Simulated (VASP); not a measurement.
Wanted: the native input for a VASP 6.6.1 run.

* Task: single point
* Functional: PBE
* Potentials or basis: VASP PAW PBE potentials, release 64 (Al, N)
* Cutoff: 520 eV
* k mesh: 4 × 4 × 4
* Occupations: gaussian, width 0.1 eV
* Spin: no spin polarisation
* Dipole correction: no
* Further INCAR settings: ALGO = Normal; EDIFF = 1e-07; NBANDS = 26

The structure of AlN lies in POSCAR:

```
AlN
1.0
    1.4338816269     -2.8173469758      0.0000000000
   -1.4338816269      0.0000000000     -4.8445546422
    4.3016448806      2.8173469758      0.0000000000
Al N
4 4
Direct
    0.9668733428      0.8674933711      0.4668733428
    0.4668733428      0.8674933711      0.9668733428
    0.3418733428      0.3674933711      0.3418733428
    0.8418733428      0.3674933711      0.8418733428
    0.1581266572      0.6325066289      0.1581266572
    0.6581266572      0.6325066289      0.6581266572
    0.7831266572      0.1325066289      0.2831266572
    0.2831266572      0.1325066289      0.7831266572
```

These files were run (other wordings do the same):

INCAR

```
SYSTEM = AlN
PREC = Accurate
ENCUT = 520
EDIFF = 1E-7
ISMEAR = 0
SIGMA = 0.1
LREAL = .FALSE.
LASPH = .TRUE.
NELM = 80
ALGO = Normal
ISIF = 2
LWAVE = .FALSE.
LCHARG = .TRUE.
GGA = PE
LELF = .TRUE.
LVHAR = .TRUE.
NBANDS = 26
```

KPOINTS

```
Automatic mesh
0
G
  4 4 4
  0 0 0
```

Potentials or basis: VASP PAW PBE potentials, release 64 (Al, N).

Command:

```bash
$ cat potpaw_PBE.64/Al/POTCAR potpaw_PBE.64/N/POTCAR > POTCAR
$ mpirun -np 1 vasp_std > vasp.out
```

Results of the run:

The pressure is -0.2 GPa. The largest force is 0.009 eV/Å. The band gap on the k mesh is 3.17 eV.

Caveat: the k points lie up to 0.51 Å⁻¹ apart.

It took 51 s on 1 thread of AMD EPYC 7R13 Processor (Zen 3), with other jobs on the host, peak memory 0.18 GiB.
